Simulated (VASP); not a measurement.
# SnS2 (P-3m1) in VASP: a series of runs

SnS2 is run at these levels: HSE06; tasks: single point.

Everything below comes from runs of VASP 6.6.1. Logs are shortened: lines on timing, memory, paths and dates and some standing lists are left out, and cuts for length are marked.

### Step 1. The cell of the first run

It takes space group P-3m1 (No. 164, trigonal). The conventional cell has a = 3.657 Å, b = 3.657 Å, c = 6.428 Å, α = 90.00°, β = 90.00°, γ = 120.00°. Sn (site symmetry -3m) has 6 S at 2.56 Å within 3.4 Å. S (site symmetry 3m) has 3 Sn at 2.56 Å within 3.4 Å.

### Step 2. Single point, HSE06 (24.82 Å³/atom)

File POSCAR:

```
SnS2
1.0
    3.6573506435      0.0000000000      0.0000000000
   -1.8286753217      3.1673585678      0.0000000000
    0.0000000000      0.0000000000      6.4276653202
Sn S
1 2
Direct
    0.0000000000      0.0000000000      0.0000000000
    0.3333333333      0.6666666667      0.2255450335
    0.6666666667      0.3333333333      0.7744549665
```

File INCAR.step1:

```
SYSTEM = SnS2
ALGO = Normal
EDIFF = 1E-5
ENCUT = 400
GGA = PE
GGA_COMPAT = .FALSE.
ISIF = 2
ISMEAR = 0
KPAR = 4
LASPH = .TRUE.
LCHARG = .FALSE.
LREAL = .FALSE.
LWAVE = .TRUE.
NBANDS = 20
NELM = 120
PREC = Accurate
SIGMA = 0.02
```

File INCAR.step2:

```
SYSTEM = SnS2
ALGO = Normal
EDIFF = 1E-6
ENCUT = 400
GGA = PE
GGA_COMPAT = .FALSE.
HFSCREEN = 0.2079
ISIF = 2
ISMEAR = 0
ISTART = 1
KPAR = 4
LASPH = .TRUE.
LCHARG = .FALSE.
LHFCALC = .TRUE.
LREAL = .FALSE.
LWAVE = .FALSE.
NBANDS = 20
NELM = 120
PREC = Accurate
PRECFOCK = Normal
SIGMA = 0.02
```

File KPOINTS:

```
k-points
0
G
  6 6 4
  0 0 0
```

Potentials or basis: VASP PAW PBE potentials, release 64 (Sn_d, S).

On the command line:

```
> cat potpaw_PBE.64/Sn_d/POTCAR potpaw_PBE.64/S/POTCAR > POTCAR
> cp INCAR.step1 INCAR
> mpirun -np 4 vasp_std > vasp.out
> cp INCAR.step2 INCAR
> mpirun -np 4 vasp_std > vasp.out
```

OUTCAR:

```text
SYSTEM = SnS2
   EDIFF = 1E-6
   ENCUT = 400
   GGA = PE
   HFSCREEN = 0.2079
   ISIF = 2
   ISMEAR = 0
   ISTART = 1
   LASPH = .TRUE.
   LHFCALC = .TRUE.
   LREAL = .FALSE.
   NELM = 120
   PREC = Accurate
   PRECFOCK = Normal

 ion  position               nearest neighbor table
   1  0.000  0.000  0.000-   2 2.56   3 2.56   2 2.56   3 2.56   3 2.56   2 2.56
   2  0.333  0.667  0.226-   1 2.56   1 2.56   1 2.56
   3  0.667  0.333  0.774-   1 2.56   1 2.56   1 2.56

  LATTYP: Found a hexagonal cell.
 ALAT       =     3.6573506435
 C/A-ratio  =     1.7574648828

  Lattice vectors:

 A1 = (   3.6573506435,   0.0000000000,   0.0000000000)
 A2 = (  -1.8286753217,   3.1673585678,   0.0000000000)
 A3 = (   0.0000000000,   0.0000000000,   6.4276653202)

Analysis of symmetry for initial positions (statically):
=====================================================================
 Subroutine PRICEL returns:
 Original cell was already a primitive cell.

 Routine SETGRP: Setting up the symmetry group for a
 hexagonal supercell.

 Subroutine GETGRP returns: Found 12 space group operations
 (whereof 12 operations were pure point group operations)
 out of a pool of 24 trial point group operations.

The static configuration has the point symmetry D_3d.

Analysis of symmetry for dynamics (positions and initial velocities):
=====================================================================
 Subroutine PRICEL returns:
 Original cell was already a primitive cell.

 Routine SETGRP: Setting up the symmetry group for a
 hexagonal supercell.

 Subroutine GETGRP returns: Found 12 space group operations
 (whereof 12 operations were pure point group operations)
 out of a pool of 24 trial point group operations.

The dynamic configuration has the point symmetry D_3d.

 Subroutine INISYM returns: Found 12 space group operations
 (whereof 12 operations are pure point group operations),
 and found     1 'primitive' translations

----------------------------------------------------------------------------------------

                                     Primitive cell

  volume of cell :      74.4590

  direct lattice vectors                    reciprocal lattice vectors
     3.657350644  0.000000000  0.000000000     0.273421965  0.157860245  0.000000000
    -1.828675322  3.167358568  0.000000000     0.000000000  0.315720490  0.000000000
     0.000000000  0.000000000  6.427665320     0.000000000  0.000000000  0.155577484

  length of vectors
     3.657350644  3.657350643  6.427665320     0.315720490  0.315720490  0.155577484

  position of ions in fractional coordinates (direct lattice)
     0.000000000  0.000000000  0.000000000
     0.333333333  0.666666667  0.225545033
     0.666666667  0.333333333  0.774454967

  ion indices of the primitive-cell ions
   primitive index   ion index
                 1           1
                 2           2
                 3           3

----------------------------------------------------------------------------------------

 KPOINTS: k-points

Automatic generation of k-mesh.
 Grid dimensions read from file:
 generate k-points for:    6    6    4

 Generating k-lattice:

  Cartesian coordinates                     Fractional coordinates (reciprocal lattice)
     0.045570328  0.026310041  0.000000000     0.166666667  0.000000000  0.000000000
     0.000000000  0.052620082  0.000000000     0.000000000  0.166666667  0.000000000
     0.000000000  0.000000000  0.038894371     0.000000000  0.000000000  0.250000000

  Length of vectors
     0.052620082  0.052620082  0.038894371

  Shift w.r.t. Gamma in fractional coordinates (k-lattice)
     0.000000000  0.000000000  0.000000000

 Subroutine IBZKPT returns following result:
 ===========================================

 Found     24 irreducible k-points:

 Following reciprocal coordinates:
            Coordinates               Weight
  0.000000  0.000000  0.000000      1.000000
  0.166667  0.000000  0.000000      6.000000
  0.333333  0.000000  0.000000      6.000000
  0.500000  0.000000  0.000000      3.000000
  0.166667  0.166667  0.000000      6.000000
  0.333333  0.166667  0.000000     12.000000
[... 16 lines left out ...]
  0.333333  0.166667  0.500000     12.000000
  0.333333  0.333333  0.500000      2.000000
   k-points           NKPTS =     24   k-points in BZ     NKDIM =    144   number of bands    NBANDS=     20
   number of dos      NEDOS =    301   number of ions     NIONS =      3
   total plane-waves  NPLWV =  24192
   dimension x,y,z NGX =    24 NGY =   24 NGZ =   42
   dimension x,y,z NGXF=    48 NGYF=   48 NGZF=   84
   ions per type =               1   2
   NGX,Y,Z   is equivalent  to a cutoff of  10.91, 10.91, 10.86 a.u.
   NGXF,Y,Z  is equivalent  to a cutoff of  21.82, 21.82, 21.73 a.u.
 SYSTEM =  SnS2
   PREC   = accura    normal or accurate (medium, high low for compatibility)
   ISTART =      1    job   : 0-new  1-cont  2-samecut
   ICHARG =      0    charge: 1-file 2-atom 10-const
   ISPIN  =      1    spin polarized calculation?
   LNONCOLLINEAR =      F non collinear calculations
   LSORBIT =      F    spin-orbit coupling
   LASPH  =      T    aspherical Exc in radial PAW
   ENCUT  =  400.0 eV  29.40 Ry    5.42 a.u.   5.96  5.96 10.48*2*pi/ulx,y,z
   NELM   =    120;   NELMIN=  2; NELMDL=  0     # of ELM steps
   EDIFF  = 0.1E-05   stopping-criterion for ELM
   LREAL  =      F    real-space projection
   EDIFFG = 0.1E-04   stopping-criterion for IOM
   NSW    =      0    number of steps for IOM
   IBRION =     -1    ionic relax: 0-MD 1-quasi-New 2-CG
   NFREE  =      0    steps in history (QN), initial steepest desc. (CG)
   ISIF   =      2    stress and relaxation
   ISYM   =      3    0-nonsym 1-usesym 2-fastsym
   POTIM  = 0.5000    time-step for ionic-motion
   TEBEG  =    0.0;   TEEND  =   0.0 temperature during run
   PSTRESS=    0.0 pullay stress
   NELECT =      26.0000    total number of electrons
   NUPDOWN=      -1.0000    fix difference up-down
   EMIN   =  10.00;   EMAX   =-10.00  energy-range for DOS
   EFERMI =   0.00;   METHOD = LEGACY
   ISMEAR =     0;   SIGMA  =   0.02  broadening in eV -4-tet -1-fermi 0-gaus
   EFERMI_NEDOS =   21; number of points for ismear=-14 and -15
   IALGO  =     38    algorithm
   IMIX   =      1    mixing-type and parameters
     AMIX     =   0.40;   BMIX     =  1.00
     AMIX_MAG =   1.60;   BMIX_MAG =  1.00
  volume/ion in A,a.u.               =      24.82       167.49
  Fermi-wavevector in a.u.,A,eV,Ry     =   1.152817  2.178508 18.081956  1.328986
  Thomas-Fermi vector in A             =   2.289465
   LORBIT       =      0    0 simple, 1 ext, 2 COOP (PROOUT), +10 PAW based schemes
   GGA     = PE    functional components
   LHFCALC =     T    Hartree Fock is set to
   PRECFOCK=normal    Normal, Fast or Accurate (Low or Medium for compatibility)
   ENCUT4O =  -1.0   cutoff for four orbital integrals eV
   NKREDX  =     1    reduce k-point grid by
   NKREDY  =     1    reduce k-point grid by
   NKREDZ  =     1    reduce k-point grid by
   AEXX    =    0.2500 exact exchange contribution
   HFSCREEN=    0.2079 screening length (either q_TF or 0.3 A-1)
   HFSCREENC=   0.2079 screening length for correlation (either q_TF or 0.3 A-1)
   ENCUTFOCK=  -1.0 apply spherical cutoff to Coloumb kernel
   IVDW    =     0    specifies the selected vdW correction
   LEPSILON=     F    determine dielectric tensor
   LRPA    =     F    only Hartree local field effects (RPA)
 non-spin polarized calculation
 Gauss-broadening in eV      SIGMA  =   0.02
  energy-cutoff  :      400.00
  volume of cell :       74.46
 maximum number of plane-waves:      1404
  NGX = 18; NGY = 18; NGZ = 32

 number of electron      26.0000008 magnetization

 Free energy of the ion-electron system (eV)
  ---------------------------------------------------
  ext. energy  EPLUGINS =         0.00000000
  ---------------------------------------------------
  free energy    TOTEN  =       -16.22291737 eV

  energy without entropy =      -16.22291737  energy(sigma->0) =      -16.22291737

 E-fermi :   3.0501     XC(G=0):  -7.5153

 val. band max:        2.9048008274   @ k =   0.1667   0.0000   0.0000
 cond. band min:       5.3905541136   @ k =   0.5000   0.0000   0.5000
 fundamental gap:      2.4857532861
 Fermi energy:         3.0501063358

 k-point     1 :       0.0000    0.0000    0.0000
  band No.  band energies     occupation
      1     -19.8266      2.00000
      2     -19.8266      2.00000
      3     -19.7635      2.00000
      4     -19.7359      2.00000
      5     -19.7359      2.00000
      6     -12.0565      2.00000
[... 12 lines left out ...]
     19      13.5955      0.00000
     20      13.5955      0.00000

 k-point     2 :       0.1667    0.0000    0.0000
  band No.  band energies     occupation
      1     -19.8480      2.00000
      2     -19.8149      2.00000
      3     -19.7534      2.00000
      4     -19.7415      2.00000
      5     -19.7311      2.00000
      6     -11.7238      2.00000
[... 12 lines left out ...]
     19      13.2528      0.00000
     20      13.4984      0.00000

 k-point     3 :       0.3333    0.0000    0.0000
  band No.  band energies     occupation
      1     -19.8944      2.00000
      2     -19.8017      2.00000
      3     -19.7636      2.00000
      4     -19.7186      2.00000
      5     -19.7109      2.00000
      6     -10.8210      2.00000
[... 12 lines left out ...]
     19      13.3006      0.00000
     20      13.8521      0.00000

 k-point     4 :       0.5000    0.0000    0.0000
  band No.  band energies     occupation
      1     -19.9182      2.00000
      2     -19.7995      2.00000
      3     -19.7709      2.00000
      4     -19.7043      2.00000
      5     -19.6961      2.00000
      6     -10.0148      2.00000
[... 429 lines left out ...]
 k-point    23 :       0.3333    0.1667    0.5000
  band No.  band energies     occupation
      1     -19.8956      2.00000
      2     -19.8182      2.00000
      3     -19.7569      2.00000
      4     -19.7183      2.00000
      5     -19.7012      2.00000
      6     -10.0708      2.00000
[... 12 lines left out ...]
     19      13.5517      0.00000
     20      14.1916      0.00000

 k-point    24 :       0.3333    0.3333    0.5000
  band No.  band energies     occupation
      1     -19.8602      2.00000
      2     -19.8602      2.00000
      3     -19.7299      2.00000
      4     -19.7299      2.00000
      5     -19.7110      2.00000
      6      -9.4178      2.00000
[... 12 lines left out ...]
     19      13.3715      0.00000
     20      13.6635      0.00000

------------------------ aborting loop because EDIFF is reached ----------------------------------------

  FORCE on cell =-STRESS in cart. coord.  units (eV):
  Direction    XX          YY          ZZ          XY          YZ          ZX
  --------------------------------------------------------------------------------------
  -------------------------------------------------------------------------------------
  Total        0.0591186      0.0591186      0.0726216      0.0000000      0.0000000      0.0000000
  in kB        1.2720899      1.2720899      1.5626406      0.0000000      0.0000000      0.0000000
  external PRESSURE =       1.3689401 kB  Pullay stress =       0.0000000 kB

 VOLUME and BASIS-vectors are now :
 -----------------------------------------------------------------------------
  energy-cutoff  :      400.00
  volume of cell :       74.46
      direct lattice vectors                 reciprocal lattice vectors
     3.657350644  0.000000000  0.000000000     0.273421965  0.157860245  0.000000000
    -1.828675322  3.167358568  0.000000000     0.000000000  0.315720490  0.000000000
     0.000000000  0.000000000  6.427665320     0.000000000  0.000000000  0.155577484

 POSITION                                       TOTAL-FORCE (eV/Angst)
 -----------------------------------------------------------------------------------
      0.00000      0.00000      0.00000        -0.000000      0.000000      0.000000
     -0.00000      2.11157      1.44973         0.000000     -0.000000     -0.012190
      1.82868      1.05579      4.97794         0.000000      0.000000      0.012190
 -----------------------------------------------------------------------------------
    total drift:                               -0.000000      0.000000     -0.000001

  FREE ENERGIE OF THE ION-ELECTRON SYSTEM (eV)
  ---------------------------------------------------
  free  energy   TOTEN  =       -16.2229173734 eV

  energy  without entropy=      -16.2229173734  energy(sigma->0) =      -16.22291737
```

It took 14 min on 4 MPI ranks of AMD EPYC 7R13 (Zen 3), shared host; peak memory 0.25 GiB.

Results:

| Item | Value |
| --- | --- |
| Free energy | -16.2229 eV |
| Pressure | 0.1 GPa |
| Largest force | 0.012 eV/Å |
| Band gap on the k mesh | 2.49 eV (least direct gap 2.78 eV) |

Forces on the atoms (eV/Å):
```
Sn   0.000  0.000  0.000
S    0.000  0.000 -0.012
S    0.000  0.000  0.012
```

Levels at points of the mesh, in eV from the valence-band top:
```tsv
k point	band 10	band 11	band 12	band 13	band 14	band 15	band 16	band 17
(0.00, 0.00, 0.00)	-0.59	-0.33	-0.17	-0.17	3.14	4.75	6.59	6.59
(0.50, 0.00, 0.00)	-2.59	-2.49	-0.67	-0.23	2.57	5.71	7.32	7.78
(0.00, 0.00, 0.50)	-0.62	-0.62	-0.13	-0.13	3.95	4.78	6.49	6.49
(0.50, 0.00, 0.50)	-2.54	-2.03	-0.59	-0.35	2.49	5.90	7.01	7.40
```

Caveat: the PAW data sets were made with another functional, which shifts forces and pressure a little; spin-orbit coupling is left out, which moves the levels of the heavy elements; this functional lacks dispersion, which binds layers or chains, so the pressure and a relaxed spacing across them are unreliable.

### Step 3. Single point, HSE06

This run uses another cell than the first one, of 26.40 Å³/atom.

File POSCAR:

```
SnS2
1.0
    3.6622644900      0.0000000000      0.0000000000
   -1.8311322450      3.1716140837      0.0000000000
    0.0000000000      0.0000000000      6.8196045119
Sn S
1 2
Direct
    0.0000000000      0.0000000000      0.0000000000
    0.3333333333      0.6666666667      0.2125118562
    0.6666666667      0.3333333333      0.7874881438
```

File INCAR.step1:

```
PREC = Accurate
ENCUT = 400
EDIFF = 1E-5
ISMEAR = 0
SIGMA = 0.02
LREAL = F
LASPH = T
NELM = 120
ALGO = Normal
ISIF = 2
LWAVE = T
LCHARG = F
NBANDS = 20
GGA = PE
GGA_COMPAT = F
KPAR = 4
```

File INCAR.step2:

```
PREC = Accurate
ENCUT = 400
EDIFF = 1E-6
ISMEAR = 0
SIGMA = 0.02
LREAL = F
LASPH = T
NELM = 120
ALGO = Normal
ISIF = 2
LWAVE = F
LCHARG = F
GGA = PE
LHFCALC = T
HFSCREEN = 0.2079
PRECFOCK = Normal
NBANDS = 20
ISTART = 1
GGA_COMPAT = F
KPAR = 4
```

File KPOINTS:

```
regular mesh
0
Gamma
  6 6 4
```

Potentials or basis: VASP PAW PBE potentials, release 64 (Sn_d, S).

On the command line:

```
> cat potpaw_PBE.64/Sn_d/POTCAR potpaw_PBE.64/S/POTCAR > POTCAR
> cp INCAR.step1 INCAR
> mpirun -np 4 vasp_std > vasp.out
> cp INCAR.step2 INCAR
> mpirun -np 4 vasp_std > vasp.out
```

OUTCAR:

```text
PREC = Accurate
   ENCUT = 400
   EDIFF = 1E-6
   ISMEAR = 0
   LREAL = F
   LASPH = T
   NELM = 120
   ISIF = 2
   GGA = PE
   LHFCALC = T
   HFSCREEN = 0.2079
   PRECFOCK = Normal
   ISTART = 1

 ion  position               nearest neighbor table
   1  0.000  0.000  0.000-   2 2.56   3 2.56   2 2.56   3 2.56   3 2.56   2 2.56
   2  0.333  0.667  0.213-   1 2.56   1 2.56   1 2.56
[... 755 lines left out ...]

  FORCE on cell =-STRESS in cart. coord.  units (eV):
  Direction    XX          YY          ZZ          XY          YZ          ZX
  --------------------------------------------------------------------------------------
  -------------------------------------------------------------------------------------
  Total       -0.0852454     -0.0852454     -0.0655236      0.0000000     -0.0000000      0.0000000
  in kB       -1.7242182     -1.7242182     -1.3253146      0.0000000     -0.0000000      0.0000000
  external PRESSURE =      -1.5912503 kB  Pullay stress =       0.0000000 kB

 VOLUME and BASIS-vectors are now :
 -----------------------------------------------------------------------------
  energy-cutoff  :      400.00
  volume of cell :       79.21
      direct lattice vectors                 reciprocal lattice vectors
     3.662264490  0.000000000  0.000000000     0.273055101  0.157648436  0.000000000
    -1.831132245  3.171614084  0.000000000     0.000000000  0.315296872  0.000000000
     0.000000000  0.000000000  6.819604512     0.000000000  0.000000000  0.146636069

 POSITION                                       TOTAL-FORCE (eV/Angst)
 -----------------------------------------------------------------------------------
      0.00000      0.00000      0.00000        -0.000000      0.000000      0.000000
     -0.00000      2.11441      1.44925         0.000000      0.000000     -0.011745
      1.83113      1.05720      5.37036        -0.000000     -0.000000      0.011745
 -----------------------------------------------------------------------------------
    total drift:                                0.000000     -0.000000      0.000001

  FREE ENERGIE OF THE ION-ELECTRON SYSTEM (eV)
  ---------------------------------------------------
  free  energy   TOTEN  =       -16.2264178074 eV

  energy  without entropy=      -16.2264178074  energy(sigma->0) =      -16.22641781
```

OUTCAR.step1:

```text
PREC = Accurate
   ENCUT = 400
   EDIFF = 1E-5
   ISMEAR = 0
   LREAL = F
[... 775 lines left out ...]
      0.00000      0.00000      0.00000        -0.000000      0.000000      0.000000
     -0.00000      2.11441      1.44925         0.000000      0.000000      0.454477
      1.83113      1.05720      5.37036         0.000000     -0.000000     -0.454477
 -----------------------------------------------------------------------------------
    total drift:                                0.000000     -0.000000     -0.000000

  FREE ENERGIE OF THE ION-ELECTRON SYSTEM (eV)
  ---------------------------------------------------
  free  energy   TOTEN  =       -13.1910627764 eV

  energy  without entropy=      -13.1910627764  energy(sigma->0) =      -13.19106278
```

OSZICAR.step1:

```text
N       E                     dE             d eps       ncg     rms          rms(c)
DAV:   1     0.191813349485E+03    0.19181E+03   -0.10583E+04   988   0.123E+03
DAV:   2     0.915959046152E+01   -0.18265E+03   -0.17507E+03  1060   0.339E+02
DAV:   3    -0.129792774958E+02   -0.22139E+02   -0.21946E+02  1200   0.110E+02
DAV:   4    -0.137010828461E+02   -0.72181E+00   -0.72081E+00  1180   0.218E+01
DAV:   5    -0.137216290252E+02   -0.20546E-01   -0.20544E-01  1380   0.364E+00    0.864E+00
DAV:   6    -0.132196135944E+02    0.50202E+00   -0.97590E-01  1464   0.107E+01    0.623E+00
DAV:   7    -0.131925436767E+02    0.27070E-01   -0.32216E-01  1260   0.359E+00    0.195E+00
DAV:   8    -0.131905635304E+02    0.19801E-02   -0.32425E-02  1324   0.184E+00    0.622E-01
DAV:   9    -0.131910105150E+02   -0.44698E-03   -0.29106E-03  1100   0.412E-01    0.171E-01
DAV:  10    -0.131910076216E+02    0.28934E-05   -0.35192E-04  1332   0.137E-01    0.770E-02
DAV:  11    -0.131910621884E+02   -0.54567E-04   -0.75511E-05  1044   0.526E-02    0.194E-02
DAV:  12    -0.131910627764E+02   -0.58798E-06   -0.30848E-06   756   0.139E-02
   1 F= -.13191063E+02 E0= -.13191063E+02  d E =-.459198E-14
```

Run time: 11 min. Hardware: 4 MPI ranks of AMD EPYC 7R13 (Zen 3), shared host; peak memory 0.26 GiB.

Results:

* Free energy: -16.2264 eV
* Pressure: -0.2 GPa
* Largest force: 0.012 eV/Å
* Band gap on the k mesh: 2.49 eV (least direct gap 2.78 eV)

Forces on the atoms (eV/Å):
```
Sn   0.000  0.000  0.000
S    0.000  0.000 -0.012
S    0.000  0.000  0.012
```

Levels at points of the mesh, in eV from the valence-band top:
```
           k point  band 11  band 12  band 13  band 14  band 15  band 16
(0.00, 0.00, 0.00)    -0.52    -0.14    -0.14     3.19     4.76     6.57
(0.50, 0.00, 0.00)    -2.36    -0.60    -0.25     2.54     5.75     7.38
(0.00, 0.00, 0.50)    -0.59    -0.13    -0.13     3.81     4.77     6.52
(0.50, 0.00, 0.50)    -2.10    -0.57    -0.30     2.49     5.90     7.15
```

Caveat: the PAW data sets were made with another functional, which shifts forces and pressure a little; spin-orbit coupling is left out, which moves the levels of the heavy elements; this functional lacks dispersion, which binds layers or chains, so the pressure and a relaxed spacing across them are unreliable. A k mesh can miss the band edges.
